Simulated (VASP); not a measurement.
A run of VASP 6.6.1 is set up as follows.

Contents of INCAR:

```
SYSTEM = TlBr
PREC = Accurate ; ENCUT = 500
EDIFF = 1E-6 ; ISMEAR = 0
SIGMA = 0.01 ; LREAL = .FALSE.
LASPH = .TRUE. ; NELM = 120
ALGO = Normal ; ISIF = 2
LWAVE = .FALSE. ; LCHARG = .FALSE.
NBANDS = 17 ; GGA_COMPAT = .FALSE.
```

The input KPOINTS:

```
Automatic mesh
0
G
  6 6 6
  0 0 0
```

File POSCAR:

```
TlBr
1.0
    3.9461936984      0.0000000000      0.0000000000
    0.0000000000      3.9461936984      0.0000000000
    0.0000000000      0.0000000000      3.9461936984
Tl Br
1 1
Direct
    0.0000000000      0.0000000000      0.0000000000
    0.5000000000      0.5000000000      0.5000000000
```

Potentials or basis: VASP PAW LDA potentials, release 64 (Tl_d, Br).

The run is started by

```console
$ cat potpaw_LDA.64/Tl_d/POTCAR potpaw_LDA.64/Br/POTCAR > POTCAR
$ mpirun -np 1 vasp_std > vasp.out
```

(1) Estimate the band gap on the k mesh.

(2) What does it give for the pressure?

Answers

(1) 1.58 eV, direct.

(2) -2.2 GPa.

Caveat: spin-orbit coupling is left out, which moves the levels of the heavy elements.
